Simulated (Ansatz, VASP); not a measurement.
# One calculation of Sn, two programs

```
CELL_PARAMETERS angstrom
5.23843 0.00000 0.00000
-2.61921 4.53661 0.00000
0.00000 0.00000 3.19122
ATOMIC_POSITIONS crystal
Sn 0.00000 0.00000 0.00000
Sn 0.33333 0.66667 0.50000
Sn 0.66667 0.33333 0.50000
```

Alike in both runs: task single point; functional PBEsol; k mesh 8 × 8 × 11; occupations fermi-dirac, width 0.1 eV; no spin polarisation.

|  | VASP | Ansatz |
| --- | --- | --- |
| version | VASP 6.6.1 | Ansatz 0.2.0 |
| potentials or method | VASP PAW PBE potentials, release 64 (Sn_d), cutoff 520 eV | plane waves (420 eV) with PAW, scalar-relativistic |
| valence electrons in the cell | 42 | 42 |

|  | VASP | Ansatz | Ansatz less VASP |
| --- | --- | --- | --- |
| pressure (GPa) | 2.9 | 2.9 | +0.06 |
| traceless stress, the component that is largest in VASP (GPa) | -2.35 | -2.35 | -0.006 |

VASP's potentials were made for PBE, not for PBEsol, and Ansatz warns of the same on its side. The functional is the same, so the differences come from potentials, cutoffs and numerics.
